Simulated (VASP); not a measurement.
Here is a VASP 6.6.1 calculation.

Contents of INCAR:

```
PREC     = Accurate       # precision mode
ENCUT    = 520            # plane-wave cutoff, eV
EDIFF    = 1E-6           # SCF threshold, eV
ISMEAR   = 0              # smearing method
SIGMA    = 0.1            # smearing width, eV
LREAL    = F              # projectors in reciprocal space
LASPH    = T              # aspherical terms in the spheres
NELM     = 100            # most SCF steps
ALGO     = Fast           # electronic algorithm
ISIF     = 2              # what is computed and relaxed
LWAVE    = F              # write WAVECAR
LCHARG   = F              # write CHGCAR
GGA      = PE             # functional
NBANDS   = 62             # bands
```

File KPOINTS:

```
Automatic mesh
0
Gamma
  4 4 1
```

Contents of POSCAR:

```
Ca3Zn2P4Pb2
1.0
    4.2452150000     -0.0566900000      0.0133610000
   -2.1717020000      3.7610990000     -0.0322540000
    0.0483690000     -0.1069060000     15.3641600000
Pb Ca Zn P
2 3 2 4
Direct
    0.2844900552      0.6210892146      0.1362905971
    0.7082075057      0.3123109579      0.8690732794
    0.9356766023      0.9650005320      1.0050701472
    0.0093954135      0.0266492594      0.2807314564
    1.0416234480      0.9574492011      0.7136980112
    0.3815042127      0.6963801202      0.5677333331
    0.6379403630      0.3108795987      0.4209689687
    0.4298906170      0.7270550249      0.8789256727
    0.5890812593      0.3111102605      0.1353382701
    0.2369838304      0.5601741175      0.4160917040
    0.7221948461      0.3811586673      0.6030649021
```

Potentials or basis: VASP PAW PBE potentials, release 64 (Pb_d, Ca_sv, Zn, P).

Command:

```sh
$ cat potpaw_PBE.64/Pb_d/POTCAR potpaw_PBE.64/Ca_sv/POTCAR potpaw_PBE.64/Zn/POTCAR potpaw_PBE.64/P/POTCAR > POTCAR
$ mpirun -np 1 vasp_std > vasp.out
```

**Question.** Predict the pressure.

**Answer.** 10.2 GPa.

**Question.** Predict the band gap on the k mesh.

**Answer.** Zero (bands 51 and 52 overlap by 1.11 eV).

**Question.** Estimate the largest force.

**Answer.** 5.621 eV/Å.

Forces in eV/Å, atoms in the order of the input:
```
Pb  -2.513  1.863  0.433
Pb  -0.298  5.429 -1.425
Ca   1.119  0.110  0.657
Ca  -0.105 -0.629  0.408
Ca  -0.141  0.561  0.225
Zn   0.090  0.091 -0.091
Zn  -1.285 -0.906  0.699
P   -0.640 -5.536 -0.059
P    2.364 -1.555  0.129
P    1.648  1.491 -1.076
P   -0.237 -0.919  0.099
```

Caveat: the k points lie up to 0.42 Å⁻¹ apart, too coarse for converged energies and pressures of a metal; spin-orbit coupling is left out, which moves the levels of the heavy elements; forces of over 1 eV/Å act on the atoms, so gaps and moduli don't describe the material at rest.
